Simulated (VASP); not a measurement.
Write the native input for VASP 6.6.1 that does the following.

```
Task                   : single point
Functional             : PBE
Potentials or basis    : VASP PAW PBE potentials, release 64 (Cd, In_d, S)
Cutoff                 : 520 eV
k mesh                 : 12 × 12 × 6
Occupations            : gaussian, width 0.15 eV
Spin                   : no spin polarisation
Dipole correction      : no
Further INCAR settings : ALGO = Normal; EDIFF = 1e-06; NBANDS = 26
```

The structure of CdInS2 lies in POSCAR:

```
CdInS2
1.0
    4.0863836495      0.0000000000      0.0000000000
   -2.0431918247      3.5389120501      0.0000000000
    0.0000000000      0.0000000000      6.1115953862
Cd In S
1 1 2
Direct
    0.0000000000      0.0000000000      0.0000000000
    0.0000000000      0.0000000000      0.5000000000
    0.6666666667      0.3333333333      0.7945164209
    0.3333333333      0.6666666667      0.2054835791
```

This cell differs from its parent crystal: atoms shifted along a free coordinate, c/a of the conventional cell at fixed volume 1.4956.

The input as run:

INCAR

```
SYSTEM = CdInS2
ALGO = Normal
EDIFF = 1E-6
ENCUT = 520
GGA = PE
ISIF = 2
ISMEAR = 0
LASPH = .TRUE.
LCHARG = .FALSE.
LREAL = .FALSE.
LWAVE = .FALSE.
NBANDS = 26
NELM = 100
PREC = Accurate
SIGMA = 0.15
```

KPOINTS

```
k-points
0
G
  12 12 6
  0 0 0
```

Potentials or basis: VASP PAW PBE potentials, release 64 (Cd, In_d, S).

Launch:

```console
$ cat potpaw_PBE.64/Cd/POTCAR potpaw_PBE.64/In_d/POTCAR potpaw_PBE.64/S/POTCAR > POTCAR
$ mpirun -np 1 vasp_std > vasp.out
```

It gave:

```json
{
 "Pressure": "3.5 GPa",
 "Largest force": "1.132 eV/Å",
 "Band gap on the k mesh": "zero (an odd number of electrons rules out a gap without spin polarisation)"
}
```

Caveat: the stress differs along the axes, from 0 to 10 GPa; spin-orbit coupling is left out, which moves the levels of the heavy elements; an odd number of electrons without spin polarisation forces a metal; a magnetic or distorted state may lie lower.

It took 5.1 min on 1 thread of Intel Xeon 8259CL (shared host), peak memory 0.36 GiB.
